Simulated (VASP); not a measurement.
Write the native input for VASP 6.6.1 that does the following.

| Property | Result |
| --- | --- |
| Task | single point |
| Functional | r2SCAN |
| Potentials or basis | VASP PAW PBE potentials, release 64 (Hf_pv, N) |
| Cutoff | 520 eV |
| k mesh | 12 × 12 × 12 |
| Occupations | gaussian, width 0.05 eV |
| Spin | no spin polarisation |
| Dipole correction | no |
| Further INCAR settings | ALGO = Normal; EDIFF = 1e-06; NBANDS = 14 |

Crystal: HfN.

```
Hf N
1.0
     3.06307    0.00000    0.00000
    -1.53154    2.65270    0.00000
     0.00000    0.00000    2.87456
Hf N
1 1
Direct
  0.00000 0.00000 0.00000
  0.66667 0.33333 0.50000
```

These files were run (other wordings do the same):

POSCAR

```
HfN
1.0
    3.0630738973      0.0000000000      0.0000000000
   -1.5315369487      2.6526998087      0.0000000000
    0.0000000000      0.0000000000      2.8745594525
Hf N
1 1
Direct
    0.0000000000      0.0000000000      0.0000000000
    0.6666666667      0.3333333333      0.5000000000
```

INCAR.step1

```
PREC = Accurate
ENCUT = 520
ISMEAR = 0
SIGMA = 0.05
LREAL = F
LASPH = T
NELM = 100
NBANDS = 14
GGA = PE
ALGO = Normal
EDIFF = 1E-4
LWAVE = T
LCHARG = F
```

INCAR.step2

```
PREC = Accurate
ENCUT = 520
EDIFF = 1E-6
ISMEAR = 0
SIGMA = 0.05
LREAL = F
LASPH = T
NELM = 100
ALGO = Normal
ISIF = 2
LWAVE = F
LCHARG = F
METAGGA = R2SCAN
LMIXTAU = T
NBANDS = 14
ISTART = 1
```

KPOINTS

```
Automatic mesh
0
Gamma
  12 12 12
```

Potentials or basis: VASP PAW PBE potentials, release 64 (Hf_pv, N).

Run with:

```console
$ cat potpaw_PBE.64/Hf_pv/POTCAR potpaw_PBE.64/N/POTCAR > POTCAR
$ cp INCAR.step1 INCAR
$ mpirun -np 1 vasp_std > vasp.out
$ cp INCAR.step2 INCAR
$ mpirun -np 1 vasp_std > vasp.out
```

It gave:

```
Pressure               : 3.0 GPa
Band gap on the k mesh : zero (an odd number of electrons rules out a gap without spin polarisation)
```

Caveat: the cell stands under pressure; the PAW data sets were made with another functional, which shifts forces and pressure a little; spin-orbit coupling is left out, which moves the levels of the heavy elements.

It took 3.1 min on 1 thread of Intel Xeon 8259CL, with other jobs on the host, peak memory 0.18 GiB.
